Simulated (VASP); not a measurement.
# BP (F-43m) in VASP: further runs

BP is run at these levels: r2SCAN; tasks: single point.

All numbers are computed with VASP 6.6.1; they aren't measurements. Logs are shortened: lines on timing, memory, paths and dates and some standing lists are left out, and cuts for length are marked.

## Step 1: The cell of the first run

The structure is cubic, space group F-43m (No. 216). The conventional cell has a = 4.537 Å, b = 4.537 Å, c = 4.537 Å, α = 90.00°, β = 90.00°, γ = 90.00°. B (site symmetry -43m) has 4 P at 1.96 Å within 2.6 Å. P (site symmetry -43m) has 4 B at 1.96 Å within 2.6 Å.

## Step 2: Single point, r2SCAN

The input, POSCAR:

```
BP
1.0
    0.0000000000      2.2683154755      2.2683154755
    2.2683154755      0.0000000000      2.2683154755
    2.2683154755      2.2683154755      0.0000000000
B P
1 1
Direct
    0.0000000000      0.0000000000      0.0000000000
    0.2500000000      0.2500000000      0.2500000000
```

The input, INCAR.step1:

```
SYSTEM = BP
ALGO = Normal ; EDIFF = 1E-5
ENCUT = 550 ; GGA = PE
GGA_COMPAT = .False. ; ISMEAR = 0
LASPH = .True. ; LCHARG = .False.
LREAL = .False. ; LWAVE = .True.
NBANDS = 11 ; NELM = 120
PREC = Accurate ; SIGMA = 0.01
```

The input, INCAR.step2:

```
SYSTEM = BP
ALGO = Normal ; EDIFF = 1E-6
ENCUT = 550 ; GGA_COMPAT = .False.
ISIF = 2 ; ISMEAR = 0
ISTART = 1 ; LASPH = .True.
LCHARG = .False. ; LMIXTAU = .True.
LREAL = .False. ; LWAVE = .False.
METAGGA = R2SCAN ; NBANDS = 11
NELM = 120 ; PREC = Accurate
SIGMA = 0.01
```

The input, KPOINTS:

```
k-points
0
Gamma
  8 8 8
  0 0 0
```

Potentials or basis: VASP PAW PBE potentials, release 64 (B, P).

The run is started by

```console
> cat potpaw_PBE.64/B/POTCAR potpaw_PBE.64/P/POTCAR > POTCAR
> cp INCAR.step1 INCAR
> mpirun -np 1 vasp_std > vasp.out
> cp INCAR.step2 INCAR
> mpirun -np 1 vasp_std > vasp.out
```

OUTCAR:

```text
SYSTEM = BP
   EDIFF = 1E-6
   ENCUT = 550
   ISIF = 2
   ISMEAR = 0
   ISTART = 1
   LASPH = .True.
   LREAL = .False.
   METAGGA = R2SCAN
   NELM = 120
   PREC = Accurate

 ion  position               nearest neighbor table
   1  0.000  0.000  0.000-   2 1.96   2 1.96   2 1.96   2 1.96
   2  0.250  0.250  0.250-   1 1.96   1 1.96   1 1.96   1 1.96

  LATTYP: Found a face centered cubic cell.
 ALAT       =     4.5366309510

  Lattice vectors:

 A1 = (   0.0000000000,   2.2683154755,   2.2683154755)
 A2 = (   2.2683154755,   0.0000000000,   2.2683154755)
 A3 = (   2.2683154755,   2.2683154755,   0.0000000000)

Analysis of symmetry for initial positions (statically):
=====================================================================
 Subroutine PRICEL returns:
 Original cell was already a primitive cell.

 Routine SETGRP: Setting up the symmetry group for a
 face centered cubic supercell.

 Subroutine GETGRP returns: Found 24 space group operations
 (whereof 24 operations were pure point group operations)
 out of a pool of 48 trial point group operations.

The static configuration has the point symmetry T_d .

Analysis of symmetry for dynamics (positions and initial velocities):
=====================================================================
 Subroutine PRICEL returns:
 Original cell was already a primitive cell.

 Routine SETGRP: Setting up the symmetry group for a
 face centered cubic supercell.

 Subroutine GETGRP returns: Found 24 space group operations
 (whereof 24 operations were pure point group operations)
 out of a pool of 48 trial point group operations.

The dynamic configuration has the point symmetry T_d .

 Subroutine INISYM returns: Found 24 space group operations
 (whereof 24 operations are pure point group operations),
 and found     1 'primitive' translations

----------------------------------------------------------------------------------------

                                     Primitive cell

  volume of cell :      23.3421

  direct lattice vectors                    reciprocal lattice vectors
     0.000000000  2.268315476  2.268315476    -0.220427893  0.220427893  0.220427893
     2.268315476  0.000000000  2.268315476     0.220427893 -0.220427893  0.220427893
     2.268315476  2.268315476  0.000000000     0.220427893  0.220427893 -0.220427893

  length of vectors
     3.207882509  3.207882509  3.207882509     0.381792309  0.381792309  0.381792309

  position of ions in fractional coordinates (direct lattice)
     0.000000000  0.000000000  0.000000000
     0.250000000  0.250000000  0.250000000

  ion indices of the primitive-cell ions
   primitive index   ion index
                 1           1
                 2           2

----------------------------------------------------------------------------------------

 KPOINTS: k-points

Automatic generation of k-mesh.
 Grid dimensions read from file:
 generate k-points for:    8    8    8

 Generating k-lattice:

  Cartesian coordinates                     Fractional coordinates (reciprocal lattice)
    -0.027553487  0.027553487  0.027553487     0.125000000  0.000000000  0.000000000
     0.027553487 -0.027553487  0.027553487     0.000000000  0.125000000  0.000000000
     0.027553487  0.027553487 -0.027553487     0.000000000  0.000000000  0.125000000

  Length of vectors
     0.047724039  0.047724039  0.047724039

  Shift w.r.t. Gamma in fractional coordinates (k-lattice)
     0.000000000  0.000000000  0.000000000

 Subroutine IBZKPT returns following result:
 ===========================================

 Found     29 irreducible k-points:

 Following reciprocal coordinates:
            Coordinates               Weight
  0.000000  0.000000  0.000000      1.000000
  0.125000  0.000000  0.000000      8.000000
  0.250000  0.000000  0.000000      8.000000
  0.375000  0.000000  0.000000      8.000000
  0.500000  0.000000  0.000000      4.000000
  0.125000  0.125000  0.000000      6.000000
[... 16 lines left out ...]
  0.500000  0.250000  0.125000     48.000000
 -0.375000  0.250000  0.125000     24.000000
 [... further k-points ...]
   k-points           NKPTS =     29   k-points in BZ     NKDIM =     29   number of bands    NBANDS=     11
   number of dos      NEDOS =    301   number of ions     NIONS =      2
   total plane-waves  NPLWV =  21952
   dimension x,y,z NGX =    28 NGY =   28 NGZ =   28
   dimension x,y,z NGXF=    56 NGYF=   56 NGZF=   56
   ions per type =               1   1
   NGX,Y,Z   is equivalent  to a cutoff of  14.51, 14.51, 14.51 a.u.
   NGXF,Y,Z  is equivalent  to a cutoff of  29.02, 29.02, 29.02 a.u.
 SYSTEM =  BP
   PREC   = accura    normal or accurate (medium, high low for compatibility)
   ISTART =      1    job   : 0-new  1-cont  2-samecut
   ICHARG =      0    charge: 1-file 2-atom 10-const
   ISPIN  =      1    spin polarized calculation?
   LNONCOLLINEAR =      F non collinear calculations
   LSORBIT =      F    spin-orbit coupling
   LASPH  =      T    aspherical Exc in radial PAW
   ENCUT  =  550.0 eV  40.42 Ry    6.36 a.u.   6.13  6.13  6.13*2*pi/ulx,y,z
   NELM   =    120;   NELMIN=  2; NELMDL=  0     # of ELM steps
   EDIFF  = 0.1E-05   stopping-criterion for ELM
   LREAL  =      F    real-space projection
   EDIFFG = 0.1E-04   stopping-criterion for IOM
   NSW    =      0    number of steps for IOM
   IBRION =     -1    ionic relax: 0-MD 1-quasi-New 2-CG
   NFREE  =      0    steps in history (QN), initial steepest desc. (CG)
   ISIF   =      2    stress and relaxation
   ISYM   =      2    0-nonsym 1-usesym 2-fastsym
   POTIM  = 0.5000    time-step for ionic-motion
   TEBEG  =    0.0;   TEEND  =   0.0 temperature during run
   PSTRESS=    0.0 pullay stress
   NELECT =       8.0000    total number of electrons
   NUPDOWN=      -1.0000    fix difference up-down
   EMIN   =  10.00;   EMAX   =-10.00  energy-range for DOS
   EFERMI =   0.00;   METHOD = LEGACY
   ISMEAR =     0;   SIGMA  =   0.01  broadening in eV -4-tet -1-fermi 0-gaus
   EFERMI_NEDOS =   21; number of points for ismear=-14 and -15
   IALGO  =     38    algorithm
   IMIX   =      4    mixing-type and parameters
     AMIX     =   0.40;   BMIX     =  1.00
     AMIX_MAG =   1.60;   BMIX_MAG =  1.00
  volume/ion in A,a.u.               =      11.67        78.76
  Fermi-wavevector in a.u.,A,eV,Ry     =   1.145666  2.164995 17.858336  1.312551
  Thomas-Fermi vector in A             =   2.282354
   LORBIT       =      0    0 simple, 1 ext, 2 COOP (PROOUT), +10 PAW based schemes
   METAGGA = R2SCAN    functional components
   LHFCALC =     F    Hartree Fock is set to
   AEXX    =    0.0000 exact exchange contribution
   IVDW    =     0    specifies the selected vdW correction
   LEPSILON=     F    determine dielectric tensor
   LRPA    =     F    only Hartree local field effects (RPA)
 non-spin polarized calculation
 Gauss-broadening in eV      SIGMA  =   0.01
  energy-cutoff  :      550.00
  volume of cell :       23.34
 maximum number of plane-waves:       701
 NGX is ok and might be reduce to    28
   NGX = 13   NGY = 13   NGZ = 13

 number of electron       8.0000000 magnetization

 Free energy of the ion-electron system (eV)
  ---------------------------------------------------
  ext. energy  EPLUGINS =         0.00000000
  ---------------------------------------------------
  free energy    TOTEN  =       -17.31052250 eV

  energy without entropy =      -17.31052250  energy(sigma->0) =      -17.31052250

 E-fermi :   7.5527     XC(G=0): -11.5046

 val. band max:        7.4000817119   @ k =   0.0000   0.0000   0.0000
 cond. band min:       8.8761861106   @ k =   0.3750   0.3750   0.0000
 fundamental gap:      1.4761043987
 Fermi energy:         7.5526584885

 k-point     1 :       0.0000    0.0000    0.0000
  band No.  band energies     occupation
      1      -8.8673      2.00000
      2       7.4001      2.00000
      3       7.4001      2.00000
      4       7.4001      2.00000
      5      11.0420      0.00000
      6      11.0420      0.00000
      7      11.0420      0.00000
      8      15.4254      0.00000
      9      19.8109      0.00000
     10      20.0494      0.00000
     11      20.0494      0.00000

 k-point     2 :       0.1250    0.0000    0.0000
  band No.  band energies     occupation
      1      -8.5717      2.00000
      2       5.4473      2.00000
      3       6.9469      2.00000
      4       6.9469      2.00000
      5      11.6486      0.00000
      6      11.6725      0.00000
      7      11.6725      0.00000
      8      16.2457      0.00000
      9      19.1504      0.00000
     10      19.1504      0.00000
     11      20.6774      0.00000

 k-point     3 :       0.2500    0.0000    0.0000
  band No.  band energies     occupation
      1      -7.7046      2.00000
      2       2.2988      2.00000
      3       6.2156      2.00000
      4       6.2156      2.00000
      5      11.7610      0.00000
      6      12.4922      0.00000
      7      12.4922      0.00000
      8      17.7958      0.00000
      9      18.9169      0.00000
     10      18.9169      0.00000
     11      21.3385      0.00000

 k-point     4 :       0.3750    0.0000    0.0000
  band No.  band energies     occupation
      1      -6.3778      2.00000
      2      -0.5683      2.00000
      3       5.7081      2.00000
      4       5.7081      2.00000
      5      11.6137      0.00000
      6      12.5462      0.00000
      7      12.5462      0.00000
      8      18.3752      0.00000
      9      20.7116      0.00000
     10      20.7116      0.00000
     11      22.1761      0.00000

 k-point     5 :       0.5000    0.0000    0.0000
  band No.  band energies     occupation
      1      -5.3718      2.00000
      2      -2.1064      2.00000
      3       5.5341      2.00000
      4       5.5341      2.00000
      5      11.5440      0.00000
      6      12.4309      0.00000
      7      12.4309      0.00000
      8      18.3229      0.00000
      9      22.8901      0.00000
     10      22.8901      0.00000
     11      23.2708      0.00000
[... 211 lines left out ...]
 k-point    21 :       0.5000    0.5000    0.0000
  band No.  band energies     occupation
      1      -3.7022      2.00000
      2      -1.7317      2.00000
      3       3.0522      2.00000
      4       3.0522      2.00000
      5       8.9382      0.00000
      6       9.3084      0.00000
      7      20.4723      0.00000
      8      20.4723      0.00000
      9      23.8102      0.00000
     10      25.0108      0.00000
     11      26.2869      0.00000

 k-point    22 :       0.3750    0.2500    0.1250
  band No.  band energies     occupation
      1      -6.9426      2.00000
      2       2.1870      2.00000
      3       3.4128      2.00000
      4       5.3106      2.00000
      5      11.1633      0.00000
      6      13.8228      0.00000
      7      14.0720      0.00000
      8      15.4500      0.00000
      9      19.7040      0.00000
     10      22.1789      0.00000
     11      24.0482      0.00000

 k-point    23 :       0.5000    0.2500    0.1250
  band No.  band energies     occupation
      1      -5.6456      2.00000
      2      -0.0914      2.00000
      3       2.7212      2.00000
      4       4.5039      2.00000
      5      11.8600      0.00000
      6      13.2580      0.00000
      7      15.2580      0.00000
      8      16.3060      0.00000
      9      20.6866      0.00000
     10      21.5980      0.00000
     11      25.5034      0.00000

 k-point    24 :      -0.3750    0.2500    0.1250
  band No.  band energies     occupation
      1      -4.6692      2.00000
      2      -1.5139      2.00000
      3       2.6341      2.00000
      4       4.1176      2.00000
      5      11.9602      0.00000
      6      12.9621      0.00000
      7      16.3038      0.00000
      8      17.9158      0.00000
      9      18.4921      0.00000
     10      22.7122      0.00000
     11      25.2115      0.00000

 [... further k-points ...]
[... 5 lines left out ...]
  --------------------------------------------------------------------------------------
  -------------------------------------------------------------------------------------
  Total       -0.0743541     -0.0743541     -0.0743541      0.0000000     -0.0000000     -0.0000000
  in kB       -5.1035814     -5.1035814     -5.1035814      0.0000000     -0.0000000     -0.0000000
  external PRESSURE =      -5.1035814 kB  Pullay stress =       0.0000000 kB

 VOLUME and BASIS-vectors are now :
 -----------------------------------------------------------------------------
  energy-cutoff  :      550.00
  volume of cell :       23.34
      direct lattice vectors                 reciprocal lattice vectors
     0.000000000  2.268315476  2.268315476    -0.220427893  0.220427893  0.220427893
     2.268315476  0.000000000  2.268315476     0.220427893 -0.220427893  0.220427893
     2.268315476  2.268315476  0.000000000     0.220427893  0.220427893 -0.220427893

 POSITION                                       TOTAL-FORCE (eV/Angst)
 -----------------------------------------------------------------------------------
      0.00000      0.00000      0.00000         0.000000      0.000000      0.000000
      1.13416      1.13416      1.13416        -0.000000     -0.000000     -0.000000
 -----------------------------------------------------------------------------------
    total drift:                               -0.000000     -0.000000     -0.000000

  FREE ENERGIE OF THE ION-ELECTRON SYSTEM (eV)
  ---------------------------------------------------
  free  energy   TOTEN  =       -17.3105224996 eV

  energy  without entropy=      -17.3105224996  energy(sigma->0) =      -17.31052250
```

It took 52 s on 1 thread of AMD EPYC 7R43 (Zen 3), shared host; peak memory 0.12 GiB.

Results:

```
Free energy            : -17.3105 eV
Pressure               : -0.5 GPa
Band gap on the k mesh : 1.48 eV, indirect (least direct gap 3.64 eV)
```

Caveat: the PAW data sets were made with another functional, which shifts forces and pressure a little.

## Step 3: Single point, r2SCAN (volume changed by +3%)

The input, POSCAR:

```
BP
1.0
    0.0000000000      2.2907755053      2.2907755053
    2.2907755053      0.0000000000      2.2907755053
    2.2907755053      2.2907755053      0.0000000000
B P
1 1
Direct
    0.0000000000      0.0000000000      0.0000000000
    0.2500000000      0.2500000000      0.2500000000
```

The input, INCAR.step1:

```
SYSTEM = BP
  PREC = Accurate
  ENCUT = 550
  ISMEAR = 0
  SIGMA = 0.01
  LREAL = .False.
  LASPH = .True.
  NELM = 120
  NBANDS = 11
  GGA = PE
  ALGO = Normal
  EDIFF = 1E-5
  LWAVE = .True.
  LCHARG = .False.
  GGA_COMPAT = .False.
```

The input, INCAR.step2:

```
SYSTEM = BP
  PREC = Accurate
  ENCUT = 550
  EDIFF = 1E-6
  ISMEAR = 0
  SIGMA = 0.01
  LREAL = .False.
  LASPH = .True.
  NELM = 120
  ALGO = Normal
  ISIF = 2
  LWAVE = .False.
  LCHARG = .True.
  METAGGA = R2SCAN
  LMIXTAU = .True.
  LELF = .True.
  LVHAR = .True.
  NBANDS = 11
  ISTART = 1
  GGA_COMPAT = .False.
```

The input, KPOINTS:

```
regular mesh
0
Gamma
  8 8 8
  0 0 0
```

Potentials or basis: VASP PAW PBE potentials, release 64 (B, P).

The run is started by

```console
> cat potpaw_PBE.64/B/POTCAR potpaw_PBE.64/P/POTCAR > POTCAR
> cp INCAR.step1 INCAR
> mpirun -np 1 vasp_std > vasp.out
> cp INCAR.step2 INCAR
> mpirun -np 1 vasp_std > vasp.out
```

It took 50 s on 1 thread of AMD EPYC 7R43 (Zen 3), shared host; peak memory 0.12 GiB.

It converged, with:

```yaml
Free_energy: -17.2983 eV
Pressure: -5.2 GPa
Band_gap_on_the_k_mesh: 1.51 eV, indirect (least direct gap 3.60 eV)
```

Levels at points of the mesh, in eV from the valence-band top:
| k point | band 1 | band 2 | band 3 | band 4 | band 5 | band 6 | band 7 | band 8 | band 9 |
| --- | --- | --- | --- | --- | --- | --- | --- | --- | --- |
| (0.00, 0.00, 0.00) | -16.00 | 0.00 | 0.00 | 0.00 | 3.60 | 3.60 | 3.60 | 7.55 | 12.19 |
| (0.50, 0.00, 0.00) | -12.62 | -9.29 | -1.83 | -1.83 | 3.96 | 5.01 | 5.01 | 10.81 | 15.29 |
| (0.50, 0.50, 0.00) | -10.99 | -8.97 | -4.24 | -4.24 | 1.60 | 1.93 | 12.78 | 12.78 | 16.03 |

Caveat: the PAW data sets were made with another functional, which shifts forces and pressure a little.

(Part 1 of 2 ends here.)
